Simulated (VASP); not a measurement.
A run of VASP 6.6.1 is set up as follows.

File INCAR:

```
PREC = Accurate
ENCUT = 520
EDIFF = 1E-6
ISMEAR = 0
SIGMA = 0.017
LREAL = F
LASPH = T
NELM = 100
ALGO = Normal
ISIF = 2
LWAVE = F
LCHARG = F
GGA = PE
NBANDS = 16
```

File KPOINTS:

```
regular mesh
0
Gamma
  8 8 8
```

POSCAR

```
CdS
1.0
    0.0000000000      2.9165000000      2.9165000000
    2.9165000000      0.0000000000      2.9165000000
    2.9165000000      2.9165000000      0.0000000000
Cd S
1 1
Direct
    0.0000000000      0.0000000000      0.0000000000
    0.7500000000      0.7500000000      0.7500000000
```

Potentials or basis: VASP PAW PBE potentials, release 64 (Cd, S).

Run with:

```sh
$ cat potpaw_PBE.64/Cd/POTCAR potpaw_PBE.64/S/POTCAR > POTCAR
$ mpirun -np 1 vasp_std > vasp.out
```

Question: Predict the pressure.

Answer: 3.2 GPa.

Question: Estimate the band gap on the k mesh.

Answer: 1.15 eV, direct.

Expect the measured gap to be larger: semilocal functionals such as PBE lack the derivative discontinuity.
